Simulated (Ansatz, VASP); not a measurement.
## One calculation of Ti, two programs

```xyz
1
Lattice="-1.6738 1.6410 1.6410 1.6410 -1.6738 1.6410 1.6410 1.6410 -1.6738" Properties=species:S:1:pos:R:3 pbc="T T T"
Ti    0.0000    0.0000    0.0000
```

Change from the starting cell: equal xy, yz and zx shear strains of -2 %, crystal datasets.

Alike in both runs: task electric field gradients; functional PBE; k mesh 14 × 14 × 14; occupations fermi-dirac, width 0.05 eV; no spin polarisation.

|  | VASP | Ansatz |
| --- | --- | --- |
| version | VASP 6.6.1 | Ansatz 0.2.0 |
| potentials or method | VASP PAW PBE potentials, release 64 (Ti_sv), cutoff 520 eV | all-electron PAW with datasets made for the crystal, scalar-relativistic |

```csv
,VASP,Ansatz,Ansatz less VASP
pressure (GPa),-2.6,-2.4,+0.21
"traceless stress, the component that is largest in VASP (GPa)",0.68,0.69,+0.003
size of Vzz on the site where it differs most (V/Å²),9.7,9.6,-0.13
```

Ansatz ran all-electron here, and VASP with PAW potentials.
